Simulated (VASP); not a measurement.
# TePb (Fm-3m) in VASP: further runs

TePb is run at these levels: PBE; tasks: single point.

Everything below comes from runs of VASP 6.6.1. Logs are shortened: lines on timing, memory, paths and dates and some standing lists are left out, and cuts for length are marked.

## 1. The cell of the first run

It takes space group Fm-3m (No. 225, cubic). Conventional cell: a = 6.472 Å, b = 6.472 Å, c = 6.472 Å, α = 90.00°, β = 90.00°, γ = 90.00°. Pb (site symmetry m-3m) has 6 Te at 3.24 Å within 4.3 Å. Within 4.3 Å of Te (site symmetry m-3m) lie 6 Pb at 3.24 Å.

## 2. Single point, PBE, non-collinear spin, zero start, spin-orbit coupling (volume scaled by 0.960)

Input file INCAR:

```
  PREC = Accurate
  ENCUT = 520
  EDIFF = 1E-7
  ISMEAR = 0
  SIGMA = 0.05
  LREAL = False
  LASPH = True
  NELM = 150
  ALGO = Normal
  ISIF = 2
  LWAVE = False
  LCHARG = False
  MAGMOM = 0 0 0 0 0 0
  LORBIT = 11
  LSORBIT = True
  GGA_COMPAT = False
  LORBMOM = True
  GGA = PE
  NBANDS = 32
```

Input file KPOINTS:

```
regular mesh
0
Gamma
  6 6 6
```

Input file POSCAR:

```
TePb
1.0
    0.0000000000      3.2360476976      3.2360476976
    3.2360476976      0.0000000000      3.2360476976
    3.2360476976      3.2360476976      0.0000000000
Pb Te
1 1
Direct
    0.5000000000      0.5000000000      0.5000000000
    0.0000000000      0.0000000000      0.0000000000
```

Potentials or basis: VASP PAW PBE potentials, release 64 (Pb_d, Te).

Run with:

```
cat potpaw_PBE.64/Pb_d/POTCAR potpaw_PBE.64/Te/POTCAR > POTCAR
mpirun -np 1 vasp_ncl > vasp.out
```

OUTCAR:

```text
PREC = Accurate
   ENCUT = 520
   EDIFF = 1E-7
   ISMEAR = 0
   LREAL = False
   LASPH = True
   NELM = 150
   ISIF = 2
   LORBIT = 11
   LSORBIT = True
   GGA = PE

 ion  position               nearest neighbor table
   1  0.500  0.500  0.500-   2 3.24   2 3.24   2 3.24   2 3.24   2 3.24   2 3.24
   2  0.000  0.000  0.000-   1 3.24   1 3.24   1 3.24   1 3.24   1 3.24   1 3.24

  LATTYP: Found a face centered cubic cell.
 ALAT       =     6.4720953952

  Lattice vectors:

 A1 = (   0.0000000000,   3.2360476976,   3.2360476976)
 A2 = (   3.2360476976,   0.0000000000,   3.2360476976)
 A3 = (   3.2360476976,   3.2360476976,   0.0000000000)

Analysis of symmetry for initial positions (statically):
=====================================================================
 Subroutine PRICEL returns:
 Original cell was already a primitive cell.

 Routine SETGRP: Setting up the symmetry group for a
 face centered cubic supercell.

 Subroutine GETGRP returns: Found 48 space group operations
 (whereof 48 operations were pure point group operations)
 out of a pool of 48 trial point group operations.

The static configuration has the point symmetry O_h .

Analysis of symmetry for dynamics (positions and initial velocities):
=====================================================================
 Subroutine PRICEL returns:
 Original cell was already a primitive cell.

 Routine SETGRP: Setting up the symmetry group for a
 face centered cubic supercell.

 Subroutine GETGRP returns: Found 48 space group operations
 (whereof 48 operations were pure point group operations)
 out of a pool of 48 trial point group operations.

The dynamic configuration has the point symmetry O_h .

Analysis of structural, dynamic, and magnetic symmetry:
=====================================================================
 Subroutine PRICEL returns:
 Original cell was already a primitive cell.

 Routine SETGRP: Setting up the symmetry group for a
 face centered cubic supercell.

 Subroutine GETGRP returns: Found 48 space group operations
 (whereof 48 operations were pure point group operations)
 out of a pool of 48 trial point group operations.

The overall configuration has the point symmetry O_h .

 Subroutine INISYM returns: Found 48 space group operations
 (whereof 48 operations are pure point group operations),
 and found     1 'primitive' translations

----------------------------------------------------------------------------------------

                                     Primitive cell

  volume of cell :      67.7758

[... 722 lines left out ...]
    total drift:                                0.000000      0.000000      0.000000

  FREE ENERGIE OF THE ION-ELECTRON SYSTEM (eV)
  ---------------------------------------------------
  free  energy   TOTEN  =        -8.0305255386 eV

  energy  without entropy=       -8.0296290220  energy(sigma->0) =       -8.03007728

 orbital moment (x)

 # of ion     p       d       tot
 ----------------------------------------
  1         0.000  -0.000  -0.000
  2         0.000  -0.000  -0.000
 ----------------------------------------
            0.000  -0.000  -0.000

 orbital moment (y)

 # of ion     p       d       tot
 ----------------------------------------
  1        -0.000   0.000   0.000
  2         0.000   0.000   0.000
 ----------------------------------------
           -0.000   0.000   0.000

 orbital moment (z)

 # of ion     p       d       tot
 ----------------------------------------
  1         0.000   0.000   0.000
  2         0.000   0.000   0.000
 ----------------------------------------
            0.000   0.000   0.000

 Spin-Orbit-Coupling matrix elements

 Ion:    1  E_soc:     -0.8949295
 l=   1
     0.0000000    -0.0817893    -0.0817893
    -0.0817893     0.0000000    -0.0817893
    -0.0817893    -0.0817893     0.0000000
 l=   2
     0.0000000    -0.0134642     0.0000000    -0.0134642    -0.0539015
    -0.0134642     0.0000000    -0.0404261    -0.0134642    -0.0134754
     0.0000000    -0.0404261     0.0000000    -0.0404261     0.0000000
    -0.0134642    -0.0134642    -0.0404261     0.0000000    -0.0134754
    -0.0539015    -0.0134754     0.0000000    -0.0134754     0.0000000
 l=   3
     0.0000000     0.0000000     0.0000000     0.0000000     0.0000000     0.0000000     0.0000000
     0.0000000     0.0000000     0.0000000     0.0000000     0.0000000     0.0000000     0.0000000
     0.0000000     0.0000000     0.0000000     0.0000000     0.0000000     0.0000000     0.0000000
     0.0000000     0.0000000     0.0000000     0.0000000     0.0000000     0.0000000     0.0000000
     0.0000000     0.0000000     0.0000000     0.0000000     0.0000000     0.0000000     0.0000000
     0.0000000     0.0000000     0.0000000     0.0000000     0.0000000     0.0000000     0.0000000
     0.0000000     0.0000000     0.0000000     0.0000000     0.0000000     0.0000000     0.0000000

 Ion:    2  E_soc:     -0.2099807
 l=   1
     0.0000000    -0.0350324    -0.0350324
    -0.0350324     0.0000000    -0.0350324
    -0.0350324    -0.0350324     0.0000000
 l=   2
     0.0000000    -0.0000102     0.0000000    -0.0000102     0.0000458
    -0.0000102     0.0000000     0.0000344    -0.0000102     0.0000115
     0.0000000     0.0000344     0.0000000     0.0000344     0.0000000
    -0.0000102    -0.0000102     0.0000344     0.0000000     0.0000115
     0.0000458     0.0000115     0.0000000     0.0000115     0.0000000
 l=   3
     0.0000000     0.0000000     0.0000000     0.0000000     0.0000000     0.0000000     0.0000000
     0.0000000     0.0000000     0.0000000     0.0000000     0.0000000     0.0000000     0.0000000
     0.0000000     0.0000000     0.0000000     0.0000000     0.0000000     0.0000000     0.0000000
     0.0000000     0.0000000     0.0000000     0.0000000     0.0000000     0.0000000     0.0000000
     0.0000000     0.0000000     0.0000000     0.0000000     0.0000000     0.0000000     0.0000000
     0.0000000     0.0000000     0.0000000     0.0000000     0.0000000     0.0000000     0.0000000
     0.0000000     0.0000000     0.0000000     0.0000000     0.0000000     0.0000000     0.0000000

 total charge

# of ion       s       p       d       tot
------------------------------------------
    1        1.450   0.603   9.833  11.887
    2        1.379   1.988   0.019   3.386
--------------------------------------------------
tot          2.829   2.592   9.852  15.272

 magnetization (x)

# of ion       s       p       d       tot
------------------------------------------
    1        0.000   0.000   0.000   0.000
    2       -0.000   0.000   0.000  -0.000
--------------------------------------------------
tot         -0.000   0.000   0.000  -0.000

 magnetization (y)

# of ion       s       p       d       tot
------------------------------------------
    1        0.000   0.000   0.000   0.000
    2       -0.000   0.000   0.000  -0.000
--------------------------------------------------
tot         -0.000   0.000   0.000  -0.000

 magnetization (z)

# of ion       s       p       d       tot
------------------------------------------
    1       -0.000   0.000  -0.000  -0.000
    2       -0.000   0.000   0.000  -0.000
--------------------------------------------------
tot         -0.000   0.000  -0.000  -0.000
```

OSZICAR:

```text
N       E                     dE             d eps       ncg     rms          rms(c)
DAV:   1     0.194863783490E+03    0.19486E+03   -0.88115E+03  1024   0.124E+03
DAV:   2     0.102412865043E+02   -0.18462E+03   -0.17718E+03  1064   0.347E+02
DAV:   3    -0.735480781947E+01   -0.17596E+02   -0.17286E+02  1328   0.125E+02
DAV:   4    -0.808594083137E+01   -0.73113E+00   -0.73043E+00  1216   0.274E+01
DAV:   5    -0.812377330332E+01   -0.37832E-01   -0.37831E-01  1560   0.609E+00    0.404E+00
DAV:   6    -0.802864901694E+01    0.95124E-01   -0.19165E-01  1432   0.346E+00    0.253E+00
DAV:   7    -0.802807337632E+01    0.57564E-03   -0.58348E-02  1440   0.119E+00    0.155E+00
DAV:   8    -0.802977597516E+01   -0.17026E-02   -0.30947E-03  1328   0.444E-01    0.645E-01
DAV:   9    -0.803043088415E+01   -0.65491E-03   -0.16780E-03  1304   0.484E-01    0.916E-02
DAV:  10    -0.803049356125E+01   -0.62677E-04   -0.20337E-04  1280   0.158E-01    0.292E-02
DAV:  11    -0.803052232285E+01   -0.28762E-04   -0.43106E-05  1280   0.444E-02    0.109E-02
DAV:  12    -0.803052547660E+01   -0.31537E-05   -0.52747E-06  1360   0.207E-02    0.660E-03
DAV:  13    -0.803052562784E+01   -0.15124E-06   -0.97419E-07  1232   0.121E-02    0.335E-03
DAV:  14    -0.803052553862E+01    0.89218E-07   -0.79260E-08   976   0.238E-03
   1 F= -.80305255E+01 E0= -.80300773E+01  d E =-.896517E-03  mag=     0.0000    -0.0000     0.0000
```

Wall time 49 s (1 thread of Intel Xeon 6975P-C (Granite Rapids), shared host); peak memory 0.4 GiB.

What came out:

* Free energy: -8.0305 eV
* Pressure: 1.8 GPa
* Net moment: 0.00 μB per cell
* Valence electrons inside the program's atomic spheres: Pb 11.89; Te 3.39

Moments on the atoms (μB; x, y, z):
```
Pb  0.00 0.00 0.00
Te  0.00 0.00 0.00
```

## 3. Single point, PBE, non-collinear spin, zero start, spin-orbit coupling (volume scaled by 0.980)

Input file INCAR:

```
SYSTEM = TePb
PREC = Accurate
ENCUT = 520
EDIFF = 1E-7
ISMEAR = 0
SIGMA = 0.05
LREAL = .FALSE.
LASPH = .TRUE.
NELM = 150
ALGO = Normal
ISIF = 2
LWAVE = .FALSE.
LCHARG = .FALSE.
LNONCOLLINEAR = .TRUE.
MAGMOM = 0 0 0 0 0 0
LORBIT = 11
LSORBIT = .TRUE.
GGA_COMPAT = .FALSE.
LORBMOM = .TRUE.
GGA = PE
NBANDS = 32
```

Input file KPOINTS:

```
Automatic mesh
0
G
  6 6 6
  0 0 0
```

Input file POSCAR:

```
TePb
1.0
    0.0000000000      3.2583659732      3.2583659732
    3.2583659732      0.0000000000      3.2583659732
    3.2583659732      3.2583659732      0.0000000000
Pb Te
1 1
Direct
    0.5000000000      0.5000000000      0.5000000000
    0.0000000000      0.0000000000      0.0000000000
```

Potentials or basis: VASP PAW PBE potentials, release 64 (Pb_d, Te).

Run with:

```
cat potpaw_PBE.64/Pb_d/POTCAR potpaw_PBE.64/Te/POTCAR > POTCAR
mpirun -np 1 vasp_ncl > vasp.out
```

OUTCAR:

```text
SYSTEM = TePb
   PREC = Accurate
   ENCUT = 520
   EDIFF = 1E-7
   ISMEAR = 0
   LREAL = .FALSE.
   LASPH = .TRUE.
   NELM = 150
   ISIF = 2
   LNONCOLLINEAR = .TRUE.
   LORBIT = 11
   LSORBIT = .TRUE.
   GGA = PE

 ion  position               nearest neighbor table
   1  0.500  0.500  0.500-   2 3.26   2 3.26   2 3.26   2 3.26   2 3.26   2 3.26
   2  0.000  0.000  0.000-   1 3.26   1 3.26   1 3.26   1 3.26   1 3.26   1 3.26

  LATTYP: Found a face centered cubic cell.
 ALAT       =     6.5167319464

  Lattice vectors:

 A1 = (   0.0000000000,   3.2583659732,   3.2583659732)
 A2 = (   3.2583659732,   0.0000000000,   3.2583659732)
 A3 = (   3.2583659732,   3.2583659732,   0.0000000000)

Analysis of symmetry for initial positions (statically):
=====================================================================
 Subroutine PRICEL returns:
 Original cell was already a primitive cell.

 Routine SETGRP: Setting up the symmetry group for a
 face centered cubic supercell.

 Subroutine GETGRP returns: Found 48 space group operations
 (whereof 48 operations were pure point group operations)
 out of a pool of 48 trial point group operations.

The static configuration has the point symmetry O_h .
[... 812 lines left out ...]
     0.0000000     0.0000000     0.0000000     0.0000000     0.0000000     0.0000000     0.0000000
     0.0000000     0.0000000     0.0000000     0.0000000     0.0000000     0.0000000     0.0000000
     0.0000000     0.0000000     0.0000000     0.0000000     0.0000000     0.0000000     0.0000000
     0.0000000     0.0000000     0.0000000     0.0000000     0.0000000     0.0000000     0.0000000
     0.0000000     0.0000000     0.0000000     0.0000000     0.0000000     0.0000000     0.0000000

 Ion:    2  E_soc:     -0.2104736
 l=   1
     0.0000000    -0.0351092    -0.0351092
    -0.0351092     0.0000000    -0.0351092
    -0.0351092    -0.0351092     0.0000000
 l=   2
     0.0000000    -0.0000088     0.0000000    -0.0000088     0.0000390
    -0.0000088     0.0000000     0.0000293    -0.0000088     0.0000098
     0.0000000     0.0000293     0.0000000     0.0000293     0.0000000
    -0.0000088    -0.0000088     0.0000293     0.0000000     0.0000098
     0.0000390     0.0000098     0.0000000     0.0000098     0.0000000
 l=   3
     0.0000000     0.0000000     0.0000000     0.0000000     0.0000000     0.0000000     0.0000000
     0.0000000     0.0000000     0.0000000     0.0000000     0.0000000     0.0000000     0.0000000
     0.0000000     0.0000000     0.0000000     0.0000000     0.0000000     0.0000000     0.0000000
     0.0000000     0.0000000     0.0000000     0.0000000     0.0000000     0.0000000     0.0000000
     0.0000000     0.0000000     0.0000000     0.0000000     0.0000000     0.0000000     0.0000000
     0.0000000     0.0000000     0.0000000     0.0000000     0.0000000     0.0000000     0.0000000
     0.0000000     0.0000000     0.0000000     0.0000000     0.0000000     0.0000000     0.0000000

 total charge

# of ion       s       p       d       tot
------------------------------------------
    1        1.452   0.590   9.832  11.874
    2        1.378   1.984   0.017   3.379
--------------------------------------------------
tot          2.830   2.574   9.849  15.253

 magnetization (x)

# of ion       s       p       d       tot
------------------------------------------
    1       -0.000   0.000   0.000  -0.000
    2       -0.000   0.000   0.000  -0.000
--------------------------------------------------
tot         -0.000   0.000   0.000  -0.000

 magnetization (y)

# of ion       s       p       d       tot
------------------------------------------
    1       -0.000   0.000   0.000  -0.000
    2       -0.000   0.000   0.000  -0.000
--------------------------------------------------
tot         -0.000   0.000   0.000  -0.000

 magnetization (z)

# of ion       s       p       d       tot
------------------------------------------
    1       -0.000  -0.000  -0.000  -0.000
    2       -0.000   0.000   0.000  -0.000
--------------------------------------------------
tot         -0.000  -0.000  -0.000  -0.000
```

It took 55 s on 1 thread of Intel Xeon 6975P-C (Granite Rapids), shared host; peak memory 0.4 GiB.

What came out:

| Item | Value |
| --- | --- |
| Free energy | -8.0426 eV |
| Pressure | 0.9 GPa |
| Net moment | 0.00 μB per cell |
| Valence electrons inside the program's atomic spheres | Pb 11.87; Te 3.38 |

Moments on the atoms (μB; x, y, z):
```
Pb  0.00 0.00 0.00
Te  0.00 0.00 0.00
```
